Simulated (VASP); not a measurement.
# Si2C (P-6m2) in VASP: further runs

Runs on Si2C. Level: PBE. Tasks: single point, relaxation of cell and atoms.

Program: VASP 6.6.1. These are calculated values, not measurements. Logs are shortened: lines on timing, memory, paths and dates and some standing lists are left out, and cuts for length are marked.

## (1) The cell of the first run

The structure is hexagonal, space group P-6m2 (No. 187). Conventional cell: a = 2.884 Å, b = 2.884 Å, c = 4.845 Å, α = 90.00°, β = 90.00°, γ = 120.00°. Si (site symmetry 3m) has 3 C at 2.06 Å and 2 Si at 2.42 to 2.43 Å within 2.7 Å. Within 2.7 Å of C (site symmetry -6m2) lie 6 Si at 2.06 Å.

## (2) Single point, PBE (atoms taken out)

INCAR

```
SYSTEM = Si2C
PREC = Accurate
ENCUT = 520
EDIFF = 1E-6
ISMEAR = 0
SIGMA = 0.1
LREAL = .FALSE.
LASPH = .TRUE.
NELM = 80
ALGO = Normal
ISIF = 2
LWAVE = .FALSE.
LCHARG = .FALSE.
GGA = PE
NBANDS = 13
```

KPOINTS

```
Automatic mesh
0
G
  18 18 10
  0 0 0
```

POSCAR

```
Si2C
1.0
    2.8837580061      0.0000000000      0.0000000000
   -1.4418790031      2.4974076916      0.0000000000
    0.0000000000      0.0000000000      4.8449002273
Si C
2 1
Direct
    0.0000000000      0.0000000000      0.7506875221
    0.0000000000      0.0000000000      0.2493124779
    0.3333333333      0.6666666667      0.0000000000
```

Potentials or basis: VASP PAW PBE potentials, release 64 (Si, C).

The run is started by

```
> cat potpaw_PBE.64/Si/POTCAR potpaw_PBE.64/C/POTCAR > POTCAR
> mpirun -np 1 vasp_std > vasp.out
```

OUTCAR:

```text
SYSTEM = Si2C
   PREC = Accurate
   ENCUT = 520
   EDIFF = 1E-6
   ISMEAR = 0
   LREAL = .FALSE.
   LASPH = .TRUE.
   NELM = 80
   ISIF = 2
   GGA = PE

 ion  position               nearest neighbor table
   1  0.000  0.000  0.751-   3 2.06   3 2.06   3 2.06   2 2.42   2 2.43
   2  0.000  0.000  0.249-   3 2.06   3 2.06   3 2.06   1 2.42   1 2.43
   3  0.333  0.667  0.000-   1 2.06   2 2.06   1 2.06   2 2.06   1 2.06   2 2.06

  LATTYP: Found a hexagonal cell.
 ALAT       =     2.8837580061
 C/A-ratio  =     1.6800647686

  Lattice vectors:

 A1 = (   2.8837580061,   0.0000000000,   0.0000000000)
 A2 = (  -1.4418790031,   2.4974076916,   0.0000000000)
 A3 = (   0.0000000000,   0.0000000000,   4.8449002273)

Analysis of symmetry for initial positions (statically):
=====================================================================
 Subroutine PRICEL returns:
 Original cell was already a primitive cell.

 Routine SETGRP: Setting up the symmetry group for a
 hexagonal supercell.

 Subroutine GETGRP returns: Found 12 space group operations
 (whereof 12 operations were pure point group operations)
 out of a pool of 24 trial point group operations.

The static configuration has the point symmetry D_3h.

Analysis of symmetry for dynamics (positions and initial velocities):
=====================================================================
 Subroutine PRICEL returns:
 Original cell was already a primitive cell.

 Routine SETGRP: Setting up the symmetry group for a
 hexagonal supercell.

 Subroutine GETGRP returns: Found 12 space group operations
 (whereof 12 operations were pure point group operations)
 out of a pool of 24 trial point group operations.

The dynamic configuration has the point symmetry D_3h.

 Subroutine INISYM returns: Found 12 space group operations
 (whereof 12 operations are pure point group operations),
 and found     1 'primitive' translations

----------------------------------------------------------------------------------------

                                     Primitive cell

  volume of cell :      34.8926

  direct lattice vectors                    reciprocal lattice vectors
     2.883758006  0.000000000  0.000000000     0.346769735  0.200207600  0.000000000
    -1.441879003  2.497407692  0.000000000     0.000000000  0.400415200  0.000000000
     0.000000000  0.000000000  4.844900227     0.000000000  0.000000000  0.206402599

  length of vectors
     2.883758006  2.883758006  4.844900227     0.400415200  0.400415200  0.206402599

  position of ions in fractional coordinates (direct lattice)
     0.000000000  0.000000000  0.750687522
     0.000000000  0.000000000  0.249312478
     0.333333333  0.666666667  0.000000000

  ion indices of the primitive-cell ions
   primitive index   ion index
                 1           1
                 2           2
                 3           3

----------------------------------------------------------------------------------------

 KPOINTS: Automatic mesh

Automatic generation of k-mesh.
 Grid dimensions read from file:
 generate k-points for:   18   18   10

 Generating k-lattice:

  Cartesian coordinates                     Fractional coordinates (reciprocal lattice)
     0.019264985  0.011122644  0.000000000     0.055555556  0.000000000  0.000000000
     0.000000000  0.022245289  0.000000000     0.000000000  0.055555556  0.000000000
     0.000000000  0.000000000  0.020640260     0.000000000  0.000000000  0.100000000

  Length of vectors
     0.022245289  0.022245289  0.020640260

  Shift w.r.t. Gamma in fractional coordinates (k-lattice)
     0.000000000  0.000000000  0.000000000

 Subroutine IBZKPT returns following result:
 ===========================================

 Found    222 irreducible k-points:

 Following reciprocal coordinates:
            Coordinates               Weight
  0.000000  0.000000  0.000000      1.000000
  0.055556  0.000000  0.000000      6.000000
  0.111111  0.000000  0.000000      6.000000
  0.166667  0.000000  0.000000      6.000000
  0.222222  0.000000  0.000000      6.000000
  0.277778  0.000000  0.000000      6.000000
[... 16 lines left out ...]
  0.333333  0.111111  0.000000     12.000000
  0.388889  0.111111  0.000000     12.000000
 [... further k-points ...]
   k-points           NKPTS =    222   k-points in BZ     NKDIM =    222   number of bands    NBANDS=     13
   number of dos      NEDOS =    301   number of ions     NIONS =      3
   total plane-waves  NPLWV =  20736
   dimension x,y,z NGX =    24 NGY =   24 NGZ =   36
   dimension x,y,z NGXF=    48 NGYF=   48 NGZF=   72
   ions per type =               2   1
   NGX,Y,Z   is equivalent  to a cutoff of  13.84, 13.84, 12.35 a.u.
   NGXF,Y,Z  is equivalent  to a cutoff of  27.67, 27.67, 24.71 a.u.
 SYSTEM =  Si2C
   PREC   = accura    normal or accurate (medium, high low for compatibility)
   ISTART =      0    job   : 0-new  1-cont  2-samecut
   ICHARG =      2    charge: 1-file 2-atom 10-const
   ISPIN  =      1    spin polarized calculation?
   LNONCOLLINEAR =      F non collinear calculations
   LSORBIT =      F    spin-orbit coupling
   LASPH  =      T    aspherical Exc in radial PAW
   ENCUT  =  520.0 eV  38.22 Ry    6.18 a.u.   5.36  5.36  9.01*2*pi/ulx,y,z
   NELM   =     80;   NELMIN=  2; NELMDL= -5     # of ELM steps
   EDIFF  = 0.1E-05   stopping-criterion for ELM
   LREAL  =      F    real-space projection
   EDIFFG = 0.1E-04   stopping-criterion for IOM
   NSW    =      0    number of steps for IOM
   IBRION =     -1    ionic relax: 0-MD 1-quasi-New 2-CG
   NFREE  =      0    steps in history (QN), initial steepest desc. (CG)
   ISIF   =      2    stress and relaxation
   ISYM   =      2    0-nonsym 1-usesym 2-fastsym
   POTIM  = 0.5000    time-step for ionic-motion
   TEBEG  =    0.0;   TEEND  =   0.0 temperature during run
   PSTRESS=    0.0 pullay stress
   NELECT =      12.0000    total number of electrons
   NUPDOWN=      -1.0000    fix difference up-down
   EMIN   =  10.00;   EMAX   =-10.00  energy-range for DOS
   EFERMI =   0.00;   METHOD = LEGACY
   ISMEAR =     0;   SIGMA  =   0.10  broadening in eV -4-tet -1-fermi 0-gaus
   EFERMI_NEDOS =   21; number of points for ismear=-14 and -15
   IALGO  =     38    algorithm
   IMIX   =      4    mixing-type and parameters
     AMIX     =   0.40;   BMIX     =  1.00
     AMIX_MAG =   1.60;   BMIX_MAG =  1.00
  volume/ion in A,a.u.               =      11.63        78.49
  Fermi-wavevector in a.u.,A,eV,Ry     =   1.146984  2.167486 17.899463  1.315573
  Thomas-Fermi vector in A             =   2.283666
   LORBIT       =      0    0 simple, 1 ext, 2 COOP (PROOUT), +10 PAW based schemes
   GGA     = PE    functional components
   LHFCALC =     F    Hartree Fock is set to
   AEXX    =    0.0000 exact exchange contribution
   IVDW    =     0    specifies the selected vdW correction
   LEPSILON=     F    determine dielectric tensor
   LRPA    =     F    only Hartree local field effects (RPA)
 non-spin polarized calculation
 Gauss-broadening in eV      SIGMA  =   0.10
  energy-cutoff  :      520.00
  volume of cell :       34.89
 maximum number of plane-waves:       961
 NGX is ok and might be reduce to    24
   NGX = 11   NGY = 11   NGZ = 19

 number of electron      12.0000001 magnetization

 Free energy of the ion-electron system (eV)
  ---------------------------------------------------
  ext. energy  EPLUGINS =         0.00000000
  ---------------------------------------------------
  free energy    TOTEN  =       -17.72400701 eV

  energy without entropy =      -17.72044946  energy(sigma->0) =      -17.72222823

 E-fermi :  10.0520     XC(G=0): -11.4150

 val. band max:       10.0475949259   @ k =   0.2778   0.2778   0.3000
 cond. band min:      10.0673943548   @ k =   0.3333   0.3333   0.2000
 fundamental gap:      0.0197994289
 Fermi energy:        10.0520178109

 k-point     1 :       0.0000    0.0000    0.0000
  band No.  band energies     occupation
      1      -7.1265      2.00000
      2      -0.2410      2.00000
      3       1.0612      2.00000
      4       8.8856      2.00000
      5       8.8856      2.00000
      6      13.7065      0.00000
      7      14.9277      0.00000
      8      16.1887      0.00000
      9      16.1887      0.00000
     10      17.0567      0.00000
     11      19.4256      0.00000
     12      19.4256      0.00000
     13      21.1839      0.00000

 k-point     2 :       0.0556    0.0000    0.0000
  band No.  band energies     occupation
      1      -7.0628      2.00000
      2      -0.1749      2.00000
      3       1.1231      2.00000
      4       8.4983      2.00000
      5       8.7804      2.00000
      6      13.6631      0.00000
      7      14.9686      0.00000
      8      15.8460      0.00000
      9      16.3092      0.00000
     10      17.5527      0.00000
     11      18.8616      0.00000
     12      19.1075      0.00000
     13      20.4571      0.00000

 k-point     3 :       0.1111    0.0000    0.0000
  band No.  band energies     occupation
      1      -6.8722      2.00000
      2       0.0226      2.00000
      3       1.3074      2.00000
      4       7.5273      2.00000
      5       8.4999      2.00000
      6      13.4849      0.00000
      7      14.3664      0.00000
      8      16.0913      0.00000
      9      16.5835      0.00000
     10      17.7238      0.00000
     11      18.1402      0.00000
     12      18.4621      0.00000
     13      19.3684      0.00000
[... 305 lines left out ...]
 k-point    23 :       0.3333    0.1111    0.0000
  band No.  band energies     occupation
      1      -3.9803      2.00000
      2       0.8489      2.00000
      3       2.9142      2.00000
      4       4.2507      2.00000
      5       5.5337      2.00000
      6       8.6023      2.00000
      7       9.5343      2.00000
      8      13.4363      0.00000
      9      13.6407      0.00000
     10      15.2777      0.00000
     11      17.5017      0.00000
     12      20.0318      0.00000
     13      21.9583      0.00000

 k-point    24 :       0.3889    0.1111    0.0000
  band No.  band energies     occupation
      1      -3.2436      2.00000
      2      -0.1539      2.00000
      3       3.5619      2.00000
      4       4.8732      2.00000
      5       5.3591      2.00000
      6       7.6703      2.00000
      7       8.5991      2.00000
      8      13.2303      0.00000
      9      13.4328      0.00000
     10      15.0878      0.00000
     11      17.6473      0.00000
     12      20.2252      0.00000
     13      21.8887      0.00000

 [... further k-points ...]

------------------------ aborting loop because EDIFF is reached ----------------------------------------

  FORCE on cell =-STRESS in cart. coord.  units (eV):
  Direction    XX          YY          ZZ          XY          YZ          ZX
  --------------------------------------------------------------------------------------
  -------------------------------------------------------------------------------------
  Total        0.0138484      0.0138484     -0.0611191     -0.0000000     -0.0000000      0.0000000
  in kB        0.6358828      0.6358828     -2.8064300     -0.0000000     -0.0000000      0.0000000
  external PRESSURE =      -0.5115548 kB  Pullay stress =       0.0000000 kB

 VOLUME and BASIS-vectors are now :
 -----------------------------------------------------------------------------
  energy-cutoff  :      520.00
  volume of cell :       34.89
      direct lattice vectors                 reciprocal lattice vectors
     2.883758006  0.000000000  0.000000000     0.346769735  0.200207600  0.000000000
    -1.441879003  2.497407692  0.000000000     0.000000000  0.400415200  0.000000000
     0.000000000  0.000000000  4.844900227     0.000000000  0.000000000  0.206402599

 POSITION                                       TOTAL-FORCE (eV/Angst)
 -----------------------------------------------------------------------------------
      0.00000      0.00000      3.63701        -0.000000      0.000000      0.017963
      0.00000      0.00000      1.20789        -0.000000      0.000000     -0.017963
     -0.00000      1.66494      0.00000         0.000000     -0.000000      0.000000
 -----------------------------------------------------------------------------------
    total drift:                                0.000000     -0.000000     -0.000000

  FREE ENERGIE OF THE ION-ELECTRON SYSTEM (eV)
  ---------------------------------------------------
  free  energy   TOTEN  =       -17.7240070088 eV

  energy  without entropy=      -17.7204494600  energy(sigma->0) =      -17.72222823
```

Run time: 2 min. Hardware: 1 thread of Intel Xeon 8259CL, shared host; peak memory 0.22 GiB.

What came out:

- Free energy: -17.7240 eV
- Pressure: -0.1 GPa
- Largest force: 0.018 eV/Å
- Band gap on the k mesh: zero (bands 6 and 7 overlap by 5.95 eV)

Forces on the atoms (eV/Å):
```
Si   0.000  0.000  0.018
Si   0.000  0.000 -0.018
C    0.000  0.000  0.000
```

Stress tensor (GPa, compression positive):
```
 0.06  0.00  0.00
 0.00  0.06  0.00
 0.00  0.00 -0.28
```

Caveat: the cell differs from its parent crystal (atoms taken out).

## (3) Relaxation of cell and atoms, PBE (atoms taken out)

INCAR

```
SYSTEM = Si2C
  ALGO = Normal
  EDIFF = 1E-7
  EDIFFG = -0.01
  ENCUT = 600
  GGA = PE
  IBRION = 2
  ISIF = 3
  ISMEAR = 0
  LASPH = .TRUE.
  LCHARG = .FALSE.
  LREAL = .FALSE.
  LWAVE = .FALSE.
  NELM = 80
  NSW = 100
  PREC = Accurate
  SIGMA = 0.1
```

KPOINTS

```
k-points
0
G
  18 18 10
  0 0 0
```

POSCAR

```
Si2C
1.0
    2.8650659403      0.0000000000      0.0000000000
   -1.4325329702      2.4812198878      0.0000000000
    0.0000000000      0.0000000000      4.8801827030
Si C
2 1
Direct
    0.0000000000      0.0000000000      0.7523925344
    0.0000000000      0.0000000000      0.2476074656
    0.3333333333      0.6666666667      0.0000000000
```

Potentials or basis: VASP PAW PBE potentials, release 64 (Si, C).

The run is started by

```
> cat potpaw_PBE.64/Si/POTCAR potpaw_PBE.64/C/POTCAR > POTCAR
> mpirun -np 1 vasp_std > vasp.out
```

OUTCAR:

```text
SYSTEM = Si2C
   EDIFF = 1E-7
   EDIFFG = -0.01
   ENCUT = 600
   GGA = PE
   IBRION = 2
   ISIF = 3
   ISMEAR = 0
   LASPH = .TRUE.
   LREAL = .FALSE.
   NELM = 80
   NSW = 100
   PREC = Accurate

 ion  position               nearest neighbor table
   1  0.000  0.000  0.752-   3 2.05   3 2.05   3 2.05   2 2.42   2 2.46
   2  0.000  0.000  0.248-   3 2.05   3 2.05   3 2.05   1 2.42   1 2.46
   3  0.333  0.667  0.000-   1 2.05   2 2.05   1 2.05   2 2.05   1 2.05   2 2.05

  LATTYP: Found a hexagonal cell.
 ALAT       =     2.8650659403
 C/A-ratio  =     1.7033404482

  Lattice vectors:

 A1 = (   2.8650659403,   0.0000000000,   0.0000000000)
 A2 = (  -1.4325329702,   2.4812198878,   0.0000000000)
 A3 = (   0.0000000000,   0.0000000000,   4.8801827030)

Analysis of symmetry for initial positions (statically):
=====================================================================
 Subroutine PRICEL returns:
[... 299 lines left out ...]
      3       1.0127      2.00000
      4       8.8537      2.00000
      5       8.8537      2.00000
      6      13.6325      0.00000
      7      14.8532      0.00000
      8      16.1135      0.00000
      9      16.1135      0.00000
     10      16.9682      0.00000
[... 372 lines left out ...]
--------------------------------------- Ionic step        6  -------------------------------------------

 number of electron      12.0000000 magnetization

 Free energy of the ion-electron system (eV)
  ---------------------------------------------------
  ext. energy  EPLUGINS =         0.00000000
  ---------------------------------------------------
  free energy    TOTEN  =       -17.72507226 eV

  energy without entropy =      -17.72152988  energy(sigma->0) =      -17.72330107

 E-fermi :  10.0571     XC(G=0): -11.4155

 val. band max:       10.0550275032   @ k =   0.2778   0.2778   0.3000
 cond. band min:      10.0738064860   @ k =   0.3333   0.3333   0.2000
 fundamental gap:      0.0187789828
 Fermi energy:        10.0570701425

 k-point     1 :       0.0000    0.0000    0.0000
  band No.  band energies     occupation
      1      -7.1288      2.00000
      2      -0.2352      2.00000
      3       1.0662      2.00000
      4       8.8791      2.00000
      5       8.8791      2.00000
      6      13.7183      0.00000
      7      14.9174      0.00000
      8      16.1838      0.00000
      9      16.1838      0.00000
     10      17.0675      0.00000
[... 329 lines left out ...]
  FREE ENERGIE OF THE ION-ELECTRON SYSTEM (eV)
  ---------------------------------------------------
  free  energy   TOTEN  =       -17.7250722626 eV

  energy  without entropy=      -17.7215298752  energy(sigma->0) =      -17.72330107

 reached required accuracy - stopping structural energy minimisation
```

CONTCAR:

```text
Si2C
   1.00000000000000
     2.8840882979003739   -0.0000000000003821    0.0000000000000000
    -1.4420441490008500    2.4976937327216424   -0.0000000000000000
     0.0000000000000000    0.0000000000000000    4.8428332693371541
  Si              C
     2     1
Direct
     0.0000000000000000    1.0000000000000000    0.7507304289892933
     1.0000000000000000    0.0000000000000000    0.2492695710107068
     0.3333333332999970    0.6666666667000030    0.0000000000000000

  0.00000000E+00  0.00000000E+00  0.00000000E+00
  0.00000000E+00  0.00000000E+00  0.00000000E+00
  0.00000000E+00  0.00000000E+00  0.00000000E+00
```

Run time: 4.1 min. Hardware: 1 thread of Intel Xeon 8259CL, shared host; peak memory 0.23 GiB.

What came out:

```
Free energy                           : -17.7251 eV
Relaxed volume                        : 11.63 Å³/atom
Relaxed cell                          : a = 2.884 Å, b = 2.884 Å, c = 4.843 Å, α = 90.00°, β = 90.00°, γ = 120.00°
Space group after relaxing (to 0.1 Å) : P-6m2 (No. 187)
Energy gained by relaxing             : 2.1 meV/atom
Ionic steps                           : 6
Pressure after relaxing               : -0.1 GPa
Band gap on the k mesh                : zero (bands 6 and 7 overlap by 5.95 eV)
```

Step by step:
```tsv
step	energy change (eV)	largest force (eV/Å)	pressure (GPa)	volume (Å³)
1	0.0000	0.0635	1.03	34.69
2	-0.0048	0.1878	-0.27	35.06
3	-0.0054	0.1599	0.03	34.97
4	-0.0055	0.1278	-0.85	35.05
5	-0.0060	0.0100	-0.44	35.01
6	-0.0062	0.0006	-0.06	34.89
```

Final structure:
```
CELL_PARAMETERS angstrom
2.88409 0.00000 0.00000
-1.44204 2.49769 0.00000
0.00000 0.00000 4.84283
ATOMIC_POSITIONS crystal
Si 0.00000 0.00000 0.75073
Si 0.00000 0.00000 0.24927
C 0.33333 0.66667 0.00000
```

Levels at points of the mesh, in eV from the Fermi level:
```tsv
k point	band 3	band 4	band 5	band 6	band 7	band 8	band 9	band 10
(0.00, 0.00, 0.00)	-8.99	-1.18	-1.18	3.66	4.86	6.13	6.13	7.01
(0.50, 0.00, 0.00)	-6.33	-4.94	-3.48	-2.98	-2.29	2.54	5.67	5.68
(0.00, 0.00, 0.50)	-3.87	-2.09	-1.14	-1.14	4.96	6.96	6.96	7.17
(0.50, 0.00, 0.50)	-7.90	-6.53	-3.38	-0.04	1.45	2.79	3.46	4.15
```

Caveat: the cell differs from its parent crystal (atoms taken out).
